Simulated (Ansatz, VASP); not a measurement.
**One calculation of Sn, two programs**

Contents of INCAR:

```
PREC = Accurate ; ENCUT = 520
EDIFF = 1E-8 ; ISMEAR = -1
SIGMA = 0.03 ; LREAL = False
LASPH = True ; NELM = 100
ALGO = Normal ; ISIF = 2
LWAVE = False ; LCHARG = False
GGA = CA ; LEFG = True
NBANDS = 21
```

File KPOINTS:

```
regular mesh
0
Gamma
  9 9 9
```

Contents of POSCAR:

```
Sn
1.0
    0.0000000000      3.2777367435      3.2777367435
    3.2777367435      0.0000000000      3.2777367435
    3.2777367435      3.2777367435      0.0000000000
Sn
2
Direct
    0.5000000000      0.5000000000      0.5000000000
    0.7500000000      0.7500000000      0.7500000000
```

Input for Ansatz:

```yaml
crystal:
  lattice:
    - [0.0, 3.2777367435, 3.2777367435]
    - [3.2777367435, 0.0, 3.2777367435]
    - [3.2777367435, 3.2777367435, 0.0]
  atoms:
    - { symbol: Sn, position: [0.5, 0.5, 0.5] }
    - { symbol: Sn, position: [0.75, 0.75, 0.75] }
kpoints:
  mp_grid: { grid: [9, 9, 9] }
scf:
  occupations: { method: fermi_dirac, width: 0.03 }
hamiltonian:
  xc: lda
  pseudopotentials: { kind: paw }
output:
  forces: true
  stress: true
  eigenvalues: true
  efg: { contact_densities: true }
```

Change from the starting cell: volume scaled by 1.03, PAW files.

Alike in both runs: task electric field gradients; functional LDA; k mesh 9 × 9 × 9; occupations fermi-dirac, width 0.03 eV; no spin polarisation.

|  | VASP | Ansatz |
| --- | --- | --- |
| version | VASP 6.6.1 | Ansatz 0.2.0 |
| potentials or method | VASP PAW LDA potentials, release 64 (Sn_d) | PAW with Ansatz's default frozen-core files, scalar-relativistic |
| plane-wave cutoff (eV) | 520 | 420 |
| valence electrons in the cell | 28 | 28 |

|  | VASP | Ansatz | Ansatz less VASP |
| --- | --- | --- | --- |
| pressure (GPa) | -1.5 | -1.5 | +0.02 |

LDA's correlation is that of Perdew and Zunger in VASP and of Perdew and Wang (1992) in Ansatz.
